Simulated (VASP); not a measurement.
# In (P6/mmm) in VASP: a series of runs

Runs on In. Level: PBE. Tasks: single point.

Everything below comes from runs of VASP 6.6.1. Logs are shortened: lines on timing, memory, paths and dates and some standing lists are left out, and cuts for length are marked.

## 1. The cell of the first run

The structure is hexagonal, space group P6/mmm (No. 191). The conventional cell has a = 5.401 Å, b = 5.401 Å, c = 3.318 Å, α = 90.00°, β = 90.00°, γ = 120.00°. In (site symmetry 6/mmm) has 14 In at 3.32 to 3.53 Å within 4.4 Å. Within 4.1 Å of In (site symmetry -6m2) lie 11 In at 3.12 to 3.53 Å.

## 2. Single point, PBE

Contents of INCAR:

```
SYSTEM = In
ALGO = Normal
EDIFF = 1E-6
ENCUT = 520
GGA = PE
ISIF = 2
ISMEAR = -1
LASPH = .TRUE.
LCHARG = .TRUE.
LELF = .TRUE.
LREAL = .FALSE.
LVHAR = .TRUE.
LWAVE = .FALSE.
NBANDS = 26
NELM = 100
PREC = Accurate
SIGMA = 0.1
```

Contents of KPOINTS:

```
k-points
0
G
  8 8 10
  0 0 0
```

Contents of POSCAR:

```
In
1.0
    5.4007920269      0.0000000000      0.0000000000
   -2.7003960135      4.6772230958      0.0000000000
    0.0000000000      0.0000000000      3.3183360954
In
3
Direct
    0.0000000000      0.0000000000      0.0000000000
    0.3333333333      0.6666666667      0.5000000000
    0.6666666667      0.3333333333      0.5000000000
```

Potentials or basis: VASP PAW PBE potentials, release 64 (In_d).

Launch:

```
$ cat potpaw_PBE.64/In_d/POTCAR > POTCAR
$ mpirun -np 1 vasp_std > vasp.out
```

OUTCAR:

```text
SYSTEM = In
   EDIFF = 1E-6
   ENCUT = 520
   GGA = PE
   ISIF = 2
   ISMEAR = -1
   LASPH = .TRUE.
   LREAL = .FALSE.
   NELM = 100
   PREC = Accurate

 ion  position               nearest neighbor table
   1  0.000  0.000  0.000-   2 3.53   3 3.53   2 3.53   3 3.53   2 3.53   2 3.53   3 3.53   3 3.53
                             3 3.53   3 3.53   2 3.53   2 3.53
   2  0.333  0.667  0.500-   3 3.12   3 3.12   3 3.12   1 3.53   1 3.53   1 3.53   1 3.53   1 3.53
                             1 3.53
   3  0.667  0.333  0.500-   2 3.12   2 3.12   2 3.12   1 3.53   1 3.53   1 3.53   1 3.53   1 3.53
                             1 3.53

  LATTYP: Found a hexagonal cell.
 ALAT       =     5.4007920269
 C/A-ratio  =     0.6144165668

  Lattice vectors:

 A1 = (   5.4007920269,   0.0000000000,   0.0000000000)
 A2 = (  -2.7003960135,   4.6772230958,   0.0000000000)
 A3 = (   0.0000000000,   0.0000000000,   3.3183360954)

Analysis of symmetry for initial positions (statically):
=====================================================================
 Subroutine PRICEL returns:
 Original cell was already a primitive cell.

 Routine SETGRP: Setting up the symmetry group for a
 hexagonal supercell.

 Subroutine GETGRP returns: Found 24 space group operations
 (whereof 24 operations were pure point group operations)
 out of a pool of 24 trial point group operations.

The static configuration has the point symmetry D_6h.

Analysis of symmetry for dynamics (positions and initial velocities):
=====================================================================
 Subroutine PRICEL returns:
 Original cell was already a primitive cell.

 Routine SETGRP: Setting up the symmetry group for a
 hexagonal supercell.

 Subroutine GETGRP returns: Found 24 space group operations
 (whereof 24 operations were pure point group operations)
 out of a pool of 24 trial point group operations.

The dynamic configuration has the point symmetry D_6h.

 Subroutine INISYM returns: Found 24 space group operations
 (whereof 24 operations are pure point group operations),
 and found     1 'primitive' translations

----------------------------------------------------------------------------------------

                                     Primitive cell

  volume of cell :      83.8235

  direct lattice vectors                    reciprocal lattice vectors
     5.400792027  0.000000000  0.000000000     0.185158028  0.106901037  0.000000000
    -2.700396013  4.677223096  0.000000000     0.000000000  0.213802074  0.000000000
     0.000000000  0.000000000  3.318336095     0.000000000  0.000000000  0.301355852

  length of vectors
     5.400792027  5.400792027  3.318336095     0.213802074  0.213802074  0.301355852

  position of ions in fractional coordinates (direct lattice)
     0.000000000  0.000000000  0.000000000
     0.333333333  0.666666667  0.500000000
     0.666666667  0.333333333  0.500000000

  ion indices of the primitive-cell ions
   primitive index   ion index
                 1           1
                 2           2
                 3           3

----------------------------------------------------------------------------------------

 KPOINTS: k-points

Automatic generation of k-mesh.
 Grid dimensions read from file:
 generate k-points for:    8    8   10

 Generating k-lattice:

  Cartesian coordinates                     Fractional coordinates (reciprocal lattice)
     0.023144753  0.013362630  0.000000000     0.125000000  0.000000000  0.000000000
     0.000000000  0.026725259  0.000000000     0.000000000  0.125000000  0.000000000
     0.000000000  0.000000000  0.030135585     0.000000000  0.000000000  0.100000000

  Length of vectors
     0.026725259  0.026725259  0.030135585

  Shift w.r.t. Gamma in fractional coordinates (k-lattice)
     0.000000000  0.000000000  0.000000000

 Subroutine IBZKPT returns following result:
 ===========================================

 Found     60 irreducible k-points:

 Following reciprocal coordinates:
            Coordinates               Weight
  0.000000  0.000000  0.000000      1.000000
  0.125000  0.000000  0.000000      6.000000
  0.250000  0.000000  0.000000      6.000000
  0.375000  0.000000  0.000000      6.000000
  0.500000  0.000000  0.000000      3.000000
  0.125000  0.125000  0.000000      6.000000
[... 16 lines left out ...]
  0.250000  0.000000  0.200000     12.000000
  0.375000  0.000000  0.200000     12.000000
 [... further k-points ...]
   k-points           NKPTS =     60   k-points in BZ     NKDIM =     60   number of bands    NBANDS=     26
   number of dos      NEDOS =    301   number of ions     NIONS =      3
   total plane-waves  NPLWV =  44800
   dimension x,y,z NGX =    40 NGY =   40 NGZ =   28
   dimension x,y,z NGXF=    80 NGYF=   80 NGZF=   56
   ions per type =               3
   NGX,Y,Z   is equivalent  to a cutoff of  12.31, 12.31, 14.03 a.u.
   NGXF,Y,Z  is equivalent  to a cutoff of  24.63, 24.63, 28.06 a.u.
 SYSTEM =  In
   PREC   = accura    normal or accurate (medium, high low for compatibility)
   ISTART =      0    job   : 0-new  1-cont  2-samecut
   ICHARG =      2    charge: 1-file 2-atom 10-const
   ISPIN  =      1    spin polarized calculation?
   LNONCOLLINEAR =      F non collinear calculations
   LSORBIT =      F    spin-orbit coupling
   LASPH  =      T    aspherical Exc in radial PAW
   ENCUT  =  520.0 eV  38.22 Ry    6.18 a.u.  10.04 10.04  6.17*2*pi/ulx,y,z
   NELM   =    100;   NELMIN=  2; NELMDL= -5     # of ELM steps
   EDIFF  = 0.1E-05   stopping-criterion for ELM
   LREAL  =      F    real-space projection
   EDIFFG = 0.1E-04   stopping-criterion for IOM
   NSW    =      0    number of steps for IOM
   IBRION =     -1    ionic relax: 0-MD 1-quasi-New 2-CG
   NFREE  =      0    steps in history (QN), initial steepest desc. (CG)
   ISIF   =      2    stress and relaxation
   ISYM   =      2    0-nonsym 1-usesym 2-fastsym
   POTIM  = 0.5000    time-step for ionic-motion
   TEBEG  =    0.0;   TEEND  =   0.0 temperature during run
   PSTRESS=    0.0 pullay stress
   NELECT =      39.0000    total number of electrons
   NUPDOWN=      -1.0000    fix difference up-down
   EMIN   =  10.00;   EMAX   =-10.00  energy-range for DOS
   EFERMI =   0.00;   METHOD = LEGACY
   ISMEAR =    -1;   SIGMA  =   0.10  broadening in eV -4-tet -1-fermi 0-gaus
   EFERMI_NEDOS =   21; number of points for ismear=-14 and -15
   IALGO  =     38    algorithm
   IMIX   =      4    mixing-type and parameters
     AMIX     =   0.40;   BMIX     =  1.00
     AMIX_MAG =   1.60;   BMIX_MAG =  1.00
  volume/ion in A,a.u.               =      27.94       188.56
  Fermi-wavevector in a.u.,A,eV,Ry     =   1.268550  2.397213 21.894769  1.609220
  Thomas-Fermi vector in A             =   2.401639
   LORBIT       =      0    0 simple, 1 ext, 2 COOP (PROOUT), +10 PAW based schemes
   GGA     = PE    functional components
   LHFCALC =     F    Hartree Fock is set to
   AEXX    =    0.0000 exact exchange contribution
   IVDW    =     0    specifies the selected vdW correction
   LEPSILON=     F    determine dielectric tensor
   LRPA    =     F    only Hartree local field effects (RPA)
 non-spin polarized calculation
  energy-cutoff  :      520.00
  volume of cell :       83.82
 maximum number of plane-waves:      2284
   NGX = 21   NGY = 21   NGZ = 13

 number of electron      39.0000007 magnetization

 Free energy of the ion-electron system (eV)
  ---------------------------------------------------
  ext. energy  EPLUGINS =         0.00000000
  ---------------------------------------------------
  free energy    TOTEN  =        -7.63546894 eV

  energy without entropy =       -7.58389005  energy(sigma->0) =       -7.60967949

 E-fermi :   6.8165     XC(G=0):  -9.9395

 val. band max:        6.7739663755   @ k =   0.2500   0.2500   0.0000
 cond. band min:       6.8797409890   @ k =   0.2500   0.0000   0.5000
 fundamental gap:      0.1057746135
 Fermi energy:         6.8164673027

 k-point     1 :       0.0000    0.0000    0.0000
  band No.  band energies     occupation
      1      -7.9985      2.00000
      2      -7.7987      2.00000
      3      -7.7957      2.00000
      4      -7.7957      2.00000
      5      -7.7799      2.00000
      6      -7.6896      2.00000
[... 18 lines left out ...]
     25      17.1985      0.00000
     26      17.2577      0.00000

 k-point     2 :       0.1250    0.0000    0.0000
  band No.  band energies     occupation
      1      -7.9927      2.00000
      2      -7.8316      2.00000
      3      -7.8173      2.00000
      4      -7.8022      2.00000
      5      -7.7628      2.00000
      6      -7.7058      2.00000
[... 18 lines left out ...]
     25      16.2455      0.00000
     26      16.7223      0.00000

 k-point     3 :       0.2500    0.0000    0.0000
  band No.  band energies     occupation
      1      -7.9777      2.00000
      2      -7.8822      2.00000
      3      -7.8557      2.00000
      4      -7.8130      2.00000
      5      -7.7698      2.00000
      6      -7.7272      2.00000
[... 18 lines left out ...]
     25      15.0502      0.00000
     26      15.0882      0.00000

 k-point     4 :       0.3750    0.0000    0.0000
  band No.  band energies     occupation
      1      -7.9617      2.00000
      2      -7.9224      2.00000
      3      -7.8839      2.00000
      4      -7.8275      2.00000
      5      -7.7786      2.00000
      6      -7.7419      2.00000
[... 18 lines left out ...]
     25      13.2474      0.00000
     26      14.5163      0.00000

 k-point     5 :       0.5000    0.0000    0.0000
  band No.  band energies     occupation
      1      -7.9568      2.00000
      2      -7.9346      2.00000
      3      -7.8939      2.00000
      4      -7.8348      2.00000
      5      -7.7814      2.00000
      6      -7.7470      2.00000
[... 18 lines left out ...]
     25      13.4644      0.00000
     26      13.4684      0.00000

 k-point     6 :       0.1250    0.1250    0.0000
  band No.  band energies     occupation
      1      -7.9823      2.00000
      2      -7.8620      2.00000
      3      -7.8568      2.00000
      4      -7.8050      2.00000
      5      -7.7635      2.00000
      6      -7.7161      2.00000
[... 427 lines left out ...]
 k-point    21 :       0.0000    0.0000    0.2000
  band No.  band energies     occupation
      1      -7.8960      2.00000
      2      -7.7980      2.00000
      3      -7.7980      2.00000
      4      -7.7893      2.00000
      5      -7.7893      2.00000
      6      -7.7471      2.00000
[... 18 lines left out ...]
     25      13.6299      0.00000
     26      14.9930      0.00000

 k-point    22 :       0.1250    0.0000    0.2000
  band No.  band energies     occupation
      1      -7.8975      2.00000
      2      -7.8259      2.00000
      3      -7.8225      2.00000
      4      -7.7954      2.00000
      5      -7.7881      2.00000
      6      -7.7196      2.00000
[... 18 lines left out ...]
     25      13.2358      0.00000
     26      14.5538      0.00000

 k-point    23 :       0.2500    0.0000    0.2000
  band No.  band energies     occupation
      1      -7.9059      2.00000
      2      -7.8662      2.00000
      3      -7.8472      2.00000
      4      -7.7914      2.00000
      5      -7.7719      2.00000
      6      -7.7133      2.00000
[... 18 lines left out ...]
     25      12.7391      0.00000
     26      13.9537      0.00000

 k-point    24 :       0.3750    0.0000    0.2000
  band No.  band energies     occupation
      1      -7.9178      2.00000
      2      -7.8927      2.00000
      3      -7.8554      2.00000
      4      -7.7836      2.00000
      5      -7.7639      2.00000
      6      -7.7124      2.00000
[... 18 lines left out ...]
     25      12.5315      0.00000
     26      12.8546      0.00000

 [... further k-points ...]
[... 5 lines left out ...]
  --------------------------------------------------------------------------------------
  -------------------------------------------------------------------------------------
  Total       -0.0141905     -0.0141905     -0.0320651      0.0000000     -0.0000000      0.0000000
  in kB       -0.2712332     -0.2712332     -0.6128835      0.0000000     -0.0000000      0.0000000
  external PRESSURE =      -0.3851167 kB  Pullay stress =       0.0000000 kB

 VOLUME and BASIS-vectors are now :
 -----------------------------------------------------------------------------
  energy-cutoff  :      520.00
  volume of cell :       83.82
      direct lattice vectors                 reciprocal lattice vectors
     5.400792027  0.000000000  0.000000000     0.185158028  0.106901037  0.000000000
    -2.700396013  4.677223096  0.000000000     0.000000000  0.213802074  0.000000000
     0.000000000  0.000000000  3.318336095     0.000000000  0.000000000  0.301355852

 POSITION                                       TOTAL-FORCE (eV/Angst)
 -----------------------------------------------------------------------------------
      0.00000      0.00000      0.00000        -0.000000      0.000000      0.000000
     -0.00000      3.11815      1.65917        -0.000000      0.000000      0.000000
      2.70040      1.55907      1.65917         0.000000     -0.000000      0.000000
 -----------------------------------------------------------------------------------
    total drift:                               -0.000000      0.000000      0.000000

  FREE ENERGIE OF THE ION-ELECTRON SYSTEM (eV)
  ---------------------------------------------------
  free  energy   TOTEN  =        -7.6354689394 eV

  energy  without entropy=       -7.5838900479  energy(sigma->0) =       -7.60967949
```

It took 73 s on 1 thread of Intel Xeon Platinum 8259CL at 2.50GHz (Skylake/Cascade Lake), shared host; peak memory 0.25 GiB.

Results:

```
Free energy : -7.6355 eV
Pressure    : 0.0 GPa
```

Caveat: spin-orbit coupling is left out, which moves the levels of the heavy elements.

(Part 1 of 2 ends here.)
